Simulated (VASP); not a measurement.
# SiC (P6_3mc) in VASP: further runs

The runs below take SiC through relaxation of the atoms, with PBE.

All numbers are computed with VASP 6.6.1; they aren't measurements. Logs are shortened: lines on timing, memory, paths and dates and some standing lists are left out, and cuts for length are marked.

### Step 1. The cell of the first run

It takes space group P6_3mc (No. 186, hexagonal). Conventional cell: a = 3.206 Å, b = 3.206 Å, c = 5.476 Å, α = 90.00°, β = 90.00°, γ = 120.00°. Si (site symmetry 3m) has 4 C at 1.97 to 2.06 Å within 2.6 Å. Within 2.6 Å of C (site symmetry 3m) lie 4 Si at 1.97 to 2.06 Å.

### Step 2. Relaxation of the atoms, PBE (volume 12.183 Å^3 an atom, c/a of the conventional cell 1.7081)

Contents of INCAR:

```
SYSTEM = SiC
PREC     = Accurate       ! precision mode
ENCUT    = 520            ! plane-wave cutoff, eV
EDIFF    = 1E-6           ! SCF threshold, eV
ISMEAR   = 0              ! smearing method
SIGMA    = 0.05           ! smearing width, eV
LREAL    = .FALSE.        ! projectors in reciprocal space
LASPH    = .TRUE.         ! aspherical terms in the spheres
NELM     = 60             ! most SCF steps
ALGO     = Normal         ! electronic algorithm
ISIF     = 2              ! what is computed and relaxed
LWAVE    = .FALSE.        ! write WAVECAR
LCHARG   = .FALSE.        ! write CHGCAR
GGA      = PE             ! functional
IBRION   = 2              ! ionic algorithm
NSW      = 50             ! ionic steps
EDIFFG   = -0.01          ! ionic threshold
```

Contents of KPOINTS:

```
regular mesh
0
G
  12 12 6
  0 0 0
```

Contents of POSCAR:

```
SiC
1.0
    3.2057041324      0.0000000000      0.0000000000
   -1.6028520662      2.7762212157      0.0000000000
    0.0000000000      0.0000000000      5.4756632286
Si C
2 2
Direct
    0.3333333333      0.6666666667      0.0045639005
    0.6666666667      0.3333333333      0.5045639005
    0.3333333333      0.6666666667      0.3804360995
    0.6666666667      0.3333333333      0.8804360995
```

Potentials or basis: VASP PAW PBE potentials, release 64 (Si, C).

Launch:

```console
$ cat potpaw_PBE.64/Si/POTCAR potpaw_PBE.64/C/POTCAR > POTCAR
$ mpirun -np 1 vasp_std > vasp.out
```

OUTCAR:

```text
SYSTEM = SiC
   PREC = Accurate
   ENCUT = 520
   EDIFF = 1E-6
   ISMEAR = 0
   LREAL = .FALSE.
   LASPH = .TRUE.
   NELM = 60
   ISIF = 2
   GGA = PE
   IBRION = 2
   NSW = 50
   EDIFFG = -0.01

 ion  position               nearest neighbor table
   1  0.333  0.667  0.005-   4 1.97   4 1.97   4 1.97   3 2.06
   2  0.667  0.333  0.505-   3 1.97   3 1.97   3 1.97   4 2.06
   3  0.333  0.667  0.380-   2 1.97   2 1.97   2 1.97   1 2.06
   4  0.667  0.333  0.880-   1 1.97   1 1.97   1 1.97   2 2.06

  LATTYP: Found a hexagonal cell.
 ALAT       =     3.2057041324
 C/A-ratio  =     1.7081000000

  Lattice vectors:

 A1 = (   3.2057041324,   0.0000000000,   0.0000000000)
 A2 = (  -1.6028520662,   2.7762212157,   0.0000000000)
 A3 = (   0.0000000000,   0.0000000000,   5.4756632286)

Analysis of symmetry for initial positions (statically):
=====================================================================
 Subroutine PRICEL returns:
 Original cell was already a primitive cell.

 Routine SETGRP: Setting up the symmetry group for a
 hexagonal supercell.

 Subroutine GETGRP returns: Found 12 space group operations
 (whereof  6 operations were pure point group operations)
 out of a pool of 24 trial point group operations.

The static configuration has the point symmetry C_3v.
 The point group associated with its full space group is C_6v.

Analysis of symmetry for dynamics (positions and initial velocities):
=====================================================================
 Subroutine PRICEL returns:
 Original cell was already a primitive cell.

 Routine SETGRP: Setting up the symmetry group for a
 hexagonal supercell.

 Subroutine GETGRP returns: Found 12 space group operations
 (whereof  6 operations were pure point group operations)
 out of a pool of 24 trial point group operations.

The dynamic configuration has the point symmetry C_3v.
 The point group associated with its full space group is C_6v.

 Subroutine INISYM returns: Found 12 space group operations
 (whereof  6 operations are pure point group operations),
 and found     1 'primitive' translations

----------------------------------------------------------------------------------------

                                     Primitive cell

  volume of cell :      48.7320

[... 157 lines left out ...]
  volume of cell :       48.73
      direct lattice vectors                 reciprocal lattice vectors
     3.205704132  0.000000000  0.000000000     0.311943947  0.180100922  0.000000000
    -1.602852066  2.776221216  0.000000000     0.000000000  0.360201844  0.000000000
     0.000000000  0.000000000  5.475663229     0.000000000  0.000000000  0.182626279

 POSITION                                       TOTAL-FORCE (eV/Angst)
 -----------------------------------------------------------------------------------
     -0.00000      1.85081      0.02499        -0.000000      0.000000     -0.028332
      1.60285      0.92541      2.76282         0.000000      0.000000     -0.028332
     -0.00000      1.85081      2.08314         0.000000      0.000000      0.028332
      1.60285      0.92541      4.82097        -0.000000      0.000000      0.028332
 -----------------------------------------------------------------------------------
    total drift:                               -0.000000      0.000000      0.000299

  FREE ENERGIE OF THE ION-ELECTRON SYSTEM (eV)
  ---------------------------------------------------
  free  energy   TOTEN  =       -29.4993522721 eV

  energy  without entropy=      -29.4993522721  energy(sigma->0) =      -29.49935227

--------------------------------------- Ionic step        2  -------------------------------------------

 number of electron      16.0000000 magnetization

 Free energy of the ion-electron system (eV)
  ---------------------------------------------------
  ext. energy  EPLUGINS =         0.00000000
  ---------------------------------------------------
  free energy    TOTEN  =       -29.49942665 eV

  energy without entropy =      -29.49942665  energy(sigma->0) =      -29.49942665

 E-fermi :   6.7791     XC(G=0): -10.6505

 val. band max:        6.5198517886   @ k =   0.0000   0.0000   0.0000
 cond. band min:       8.9703117044   @ k =   0.3333   0.3333   0.0000
 fundamental gap:      2.4504599158
 Fermi energy:         6.7791042568

 k-point     1 :       0.0000    0.0000    0.0000
  band No.  band energies     occupation
      1      -7.8255      2.00000
      2      -5.1236      2.00000
      3      -1.3209      2.00000
      4       5.4715      2.00000
      5       5.4715      2.00000
      6       6.2926      2.00000
      7       6.5199      2.00000
      8       6.5199      2.00000
      9      10.4318      0.00000
     10      10.5497      0.00000
     11      12.5559      0.00000
     12      12.5559      0.00000
[... 331 lines left out ...]
 k-point    24 :       0.3333   -0.0000    0.1667
  band No.  band energies     occupation
      1      -6.0617      2.00000
      2      -4.0800      2.00000
      3      -0.3187      2.00000
      4       1.4788      2.00000
      5       1.8871      2.00000
      6       4.0963      2.00000
      7       5.0471      2.00000
      8       5.4289      2.00000
      9       9.5960      0.00000
     10      10.5306      0.00000
     11      11.9688      0.00000
     12      13.5089      0.00000

 [... further k-points ...]
[... 5 lines left out ...]
  --------------------------------------------------------------------------------------
  -------------------------------------------------------------------------------------
  Total       -5.6489658     -5.6489658     -9.7414939      0.0000000     -0.0000000     -0.0000000
  in kB     -185.7228301   -185.7228301   -320.2741650      0.0000000     -0.0000000     -0.0000000
  external PRESSURE =    -230.5732751 kB  Pullay stress =       0.0000000 kB

 VOLUME and BASIS-vectors are now :
 -----------------------------------------------------------------------------
  energy-cutoff  :      520.00
  volume of cell :       48.73
      direct lattice vectors                 reciprocal lattice vectors
     3.205704132  0.000000000  0.000000000     0.311943947  0.180100922  0.000000000
    -1.602852066  2.776221216  0.000000000     0.000000000  0.360201844  0.000000000
     0.000000000  0.000000000  5.475663229     0.000000000  0.000000000  0.182626279

 POSITION                                       TOTAL-FORCE (eV/Angst)
 -----------------------------------------------------------------------------------
     -0.00000      1.85081      0.02362         0.000000      0.000000      0.001918
      1.60285      0.92541      2.76146         0.000000     -0.000000      0.001918
     -0.00000      1.85081      2.08451         0.000000     -0.000000     -0.001918
      1.60285      0.92541      4.82234        -0.000000      0.000000     -0.001918
 -----------------------------------------------------------------------------------
    total drift:                               -0.000000      0.000000     -0.001622

  FREE ENERGIE OF THE ION-ELECTRON SYSTEM (eV)
  ---------------------------------------------------
  free  energy   TOTEN  =       -29.4994266543 eV

  energy  without entropy=      -29.4994266543  energy(sigma->0) =      -29.49942665

 reached required accuracy - stopping structural energy minimisation
```

Wall time 90 s (1 thread of Oxide Virtual Turin-like, shared host); peak memory 0.15 GiB.

Results:

```
Free energy               : -29.4994 eV
Energy gained by relaxing : 0.0 meV/atom
Ionic steps               : 2
Pressure after relaxing   : -23.1 GPa
Band gap on the k mesh    : 2.45 eV, indirect (least direct gap 3.91 eV)
```

Final structure:
```
Si C
1.0
     3.20570    0.00000    0.00000
    -1.60285    2.77622    0.00000
     0.00000    0.00000    5.47566
Si C
2 2
Cartesian
  0.0000 1.8508 0.0236
  1.6029 0.9254 2.7615
  0.0000 1.8508 2.0845
  1.6029 0.9254 4.8223
```

Levels at points of the mesh, in eV from the valence-band top:
| k point | band 4 | band 5 | band 6 | band 7 | band 8 | band 9 | band 10 | band 11 | band 12 |
| --- | --- | --- | --- | --- | --- | --- | --- | --- | --- |
| (0.00, 0.00, 0.00) | -1.05 | -1.05 | -0.23 | 0.00 | 0.00 | 3.91 | 4.03 | 6.04 | 6.04 |
| (0.50, 0.00, 0.00) | -6.17 | -4.78 | -2.84 | -2.78 | -1.23 | 2.76 | 3.84 | 5.47 | 6.68 |
| (0.00, 0.00, 0.50) | -4.39 | -0.57 | -0.57 | -0.57 | -0.57 | 4.91 | 4.91 | 6.72 | 6.72 |
| (0.50, 0.00, 0.50) | -7.59 | -2.29 | -2.29 | -2.16 | -2.16 | 2.76 | 2.76 | 4.50 | 4.50 |

 A k mesh can miss the band edges.

### Step 3. Relaxation of the atoms, PBE (volume 8.822 Å^3 an atom, c/a of the conventional cell 1.5765)

Contents of INCAR:

```
SYSTEM = SiC
PREC     = Accurate       ! precision mode
ENCUT    = 520            ! plane-wave cutoff, eV
EDIFF    = 1E-6           ! SCF threshold, eV
ISMEAR   = 0              ! smearing method
SIGMA    = 0.05           ! smearing width, eV
LREAL    = .False.        ! projectors in reciprocal space
LASPH    = .True.         ! aspherical terms in the spheres
NELM     = 80             ! most SCF steps
ALGO     = Normal         ! electronic algorithm
ISIF     = 2              ! what is computed and relaxed
LWAVE    = .False.        ! write WAVECAR
LCHARG   = .False.        ! write CHGCAR
GGA      = PE             ! functional
IBRION   = 2              ! ionic algorithm
NSW      = 50             ! ionic steps
EDIFFG   = -0.01          ! ionic threshold
```

Contents of KPOINTS:

```
Automatic mesh
0
Gamma
  12 12 6
  0 0 0
```

Contents of POSCAR:

```
SiC
1.0
    2.9566560977      0.0000000000      0.0000000000
   -1.4783280488      2.5605392908      0.0000000000
    0.0000000000      0.0000000000      4.6611683379
Si C
2 2
Direct
    0.3333333333      0.6666666667      0.0045639005
    0.6666666667      0.3333333333      0.5045639005
    0.3333333333      0.6666666667      0.3804360995
    0.6666666667      0.3333333333      0.8804360995
```

Potentials or basis: VASP PAW PBE potentials, release 64 (Si, C).

Launch:

```console
$ cat potpaw_PBE.64/Si/POTCAR potpaw_PBE.64/C/POTCAR > POTCAR
$ mpirun -np 1 vasp_std > vasp.out
```

Wall time 82 s (1 thread of Oxide Virtual Turin-like, shared host); peak memory 0.13 GiB.

The run converged. Its results:

| Property | Result |
| --- | --- |
| Free energy | -29.1017 eV |
| Energy gained by relaxing | 7.9 meV/atom |
| Ionic steps | 3 |
| Pressure after relaxing | 51.5 GPa |
| Band gap on the k mesh | 1.94 eV, indirect (least direct gap 3.97 eV) |

Stress tensor (GPa, compression positive):
```
44.47  0.00  0.00
 0.00 44.47  0.00
 0.00  0.00 65.68
```

The path:
```csv
step,energy change (eV),largest force (eV/Å),pressure (GPa)
1,0.0000,0.9445,52.29
2,0.0423,1.2282,51.16
3,-0.0314,0.0010,51.54
```

Final structure:
```
CELL_PARAMETERS angstrom
2.95666 0.00000 0.00000
-1.47833 2.56054 0.00000
0.00000 0.00000 4.66117
ATOMIC_POSITIONS crystal
Si 0.33333 0.66667 0.00089
Si 0.66667 0.33333 0.50089
C 0.33333 0.66667 0.38411
C 0.66667 0.33333 0.88411
```

Levels at points of the mesh, in eV from the valence-band top:
```
           k point  band 5  band 6  band 7  band 8  band 9  band 10  band 11  band 12
(0.00, 0.00, 0.00)   -2.03   -0.45   -0.45    0.00    5.22     6.98     6.98     8.09
(0.50, 0.00, 0.00)   -6.23   -4.23   -3.95   -1.55    2.41     4.48     7.43     7.72
(0.00, 0.00, 0.50)   -1.30   -1.30   -1.30   -1.30    6.52     6.52     7.59     7.59
(0.50, 0.00, 0.50)   -3.15   -3.15   -2.48   -2.48    3.43     3.43     5.84     5.84
```

 A k mesh can miss the band edges.

### Step 4. Relaxation of the atoms, PBE (volume 8.822 Å^3 an atom, c/a of the conventional cell 1.7081)

Contents of INCAR:

```
SYSTEM = SiC
PREC = Accurate ; ENCUT = 520
EDIFF = 1E-6 ; ISMEAR = 0
SIGMA = 0.05 ; LREAL = .FALSE.
LASPH = .TRUE. ; NELM = 80
ALGO = Normal ; ISIF = 2
LWAVE = .FALSE. ; LCHARG = .FALSE.
GGA = PE ; IBRION = 2
NSW = 50 ; EDIFFG = -0.01
```

Contents of KPOINTS:

```
regular mesh
0
G
  12 12 6
  0 0 0
```

Contents of POSCAR:

```
SiC
1.0
    2.8786865155      0.0000000000      0.0000000000
   -1.4393432578      2.4930156520      0.0000000000
    0.0000000000      0.0000000000      4.9170844372
Si C
2 2
Direct
    0.3333333333      0.6666666667      0.0045639005
    0.6666666667      0.3333333333      0.5045639005
    0.3333333333      0.6666666667      0.3804360995
    0.6666666667      0.3333333333      0.8804360995
```

Launch:

```console
$ cat potpaw_PBE.64/Si/POTCAR potpaw_PBE.64/C/POTCAR > POTCAR
$ mpirun -np 1 vasp_std > vasp.out
```

Run time: 94 s. Hardware: 1 thread of Oxide Virtual Turin-like, shared host; peak memory 0.14 GiB.

Results (log left out):

- Free energy: -29.0849 eV
- Energy gained by relaxing: 6.9 meV/atom
- Ionic steps: 3
- Pressure after relaxing: 52.1 GPa
- Band gap on the k mesh: 1.51 eV, indirect (least direct gap 4.56 eV)

Stress tensor (GPa, compression positive):
```
60.63  0.00  0.00
 0.00 60.63  0.00
 0.00  0.00 34.96
```

Step by step:
```tsv
step	energy change (eV)	largest force (eV/Å)	pressure (GPa)
1	0.0000	0.8017	52.88
2	0.0242	1.2267	51.66
3	-0.0277	0.0007	52.07
```

Final structure:
```
Si C
1.0
     2.87869    0.00000    0.00000
    -1.43934    2.49302    0.00000
     0.00000    0.00000    4.91708
Si C
2 2
Direct
  0.33333 0.66667 0.00799
  0.66667 0.33333 0.50799
  0.33333 0.66667 0.37701
  0.66667 0.33333 0.87701
```

Levels at points of the mesh, in eV from the valence-band top:
| k point | band 4 | band 5 | band 6 | band 7 | band 8 | band 9 | band 10 | band 11 | band 12 |
| --- | --- | --- | --- | --- | --- | --- | --- | --- | --- |
| (0.00, 0.00, 0.00) | -1.20 | -1.20 | -0.74 | 0.00 | 0.00 | 6.60 | 6.71 | 7.90 | 7.90 |
| (0.50, 0.00, 0.00) | -7.07 | -6.23 | -4.04 | -3.52 | -1.35 | 3.20 | 3.79 | 7.65 | 8.04 |
| (0.00, 0.00, 0.50) | -5.41 | -0.64 | -0.64 | -0.64 | -0.64 | 7.55 | 7.55 | 8.46 | 8.46 |
| (0.50, 0.00, 0.50) | -9.19 | -2.96 | -2.96 | -2.62 | -2.62 | 3.20 | 3.20 | 5.76 | 5.76 |

### Step 5. Relaxation of the atoms, PBE (volume 9.662 Å^3 an atom, c/a of the conventional cell 1.5145)

Contents of INCAR:

```
PREC = Accurate ; ENCUT = 520
EDIFF = 1E-6 ; ISMEAR = 0
SIGMA = 0.05 ; LREAL = False
LASPH = True ; NELM = 60
ALGO = Normal ; ISIF = 2
LWAVE = False ; LCHARG = False
GGA = PE ; IBRION = 2
NSW = 50 ; EDIFFG = -0.01
```

Contents of KPOINTS:

```
Automatic mesh
0
Gamma
  12 12 6
```

Contents of POSCAR:

```
SiC
1.0
    3.0886998361      0.0000000000      0.0000000000
   -1.5443499180      2.6748925227      0.0000000000
    0.0000000000      0.0000000000      4.6778359017
Si C
2 2
Direct
    0.3333333333      0.6666666667      0.0045639005
    0.6666666667      0.3333333333      0.5045639005
    0.3333333333      0.6666666667      0.3804360995
    0.6666666667      0.3333333333      0.8804360995
```

Launch:

```console
$ cat potpaw_PBE.64/Si/POTCAR potpaw_PBE.64/C/POTCAR > POTCAR
$ mpirun -np 1 vasp_std > vasp.out
```

Run time: 83 s. Hardware: 1 thread of Oxide Virtual Turin-like, shared host; peak memory 0.13 GiB.

It converged, with:

* Free energy: -29.6432 eV
* Energy gained by relaxing: 22.7 meV/atom
* Ionic steps: 3
* Pressure after relaxing: 20.4 GPa
* Band gap on the k mesh: 1.67 eV, indirect (least direct gap 3.41 eV)

Forces on the atoms (eV/Å):
```
Si   0.000  0.000  0.003
Si   0.000  0.000  0.003
C    0.000  0.000 -0.003
C    0.000  0.000 -0.003
```

Stress tensor (GPa, compression positive):
```
 7.22  0.00  0.00
 0.00  7.22  0.00
 0.00  0.00 46.72
```

Step by step:
```csv
step,energy change (eV),largest force (eV/Å),pressure (GPa)
1,0.0000,1.5461,22.69
2,0.0466,1.4392,18.85
3,-0.0907,0.0026,20.39
```

Final structure:
```cif
data_structure
_symmetry_space_group_name_H-M 'P 1'
_symmetry_Int_Tables_number 1
_cell_length_a 3.0887
_cell_length_b 3.0887
_cell_length_c 4.6778
_cell_angle_alpha 90.000
_cell_angle_beta 90.000
_cell_angle_gamma 120.000
_cell_volume 38.65
loop_
_atom_site_label
_atom_site_type_symbol
_atom_site_fract_x
_atom_site_fract_y
_atom_site_fract_z
_atom_site_occupancy
Si1 Si 0.33333 0.66667 0.99794 1
Si2 Si 0.66667 0.33333 0.49794 1
C1 C 0.33333 0.66667 0.38706 1
C2 C 0.66667 0.33333 0.88706 1
```

Levels at points of the mesh, in eV from the valence-band top:
```
           k point  band 6  band 7  band 8  band 9  band 10  band 11
(0.00, 0.00, 0.00)   -0.75   -0.75    0.00    3.50     5.84     5.84
(0.50, 0.00, 0.00)   -4.52   -3.87   -1.74    1.67     4.45     6.75
(0.00, 0.00, 0.50)   -1.71   -1.71   -1.71    4.98     4.98     6.52
(0.50, 0.00, 0.50)   -3.41   -2.38   -2.38    3.02     3.02     5.40
```

 A k mesh can miss the band edges.

(Continued in part 2 of 2.)
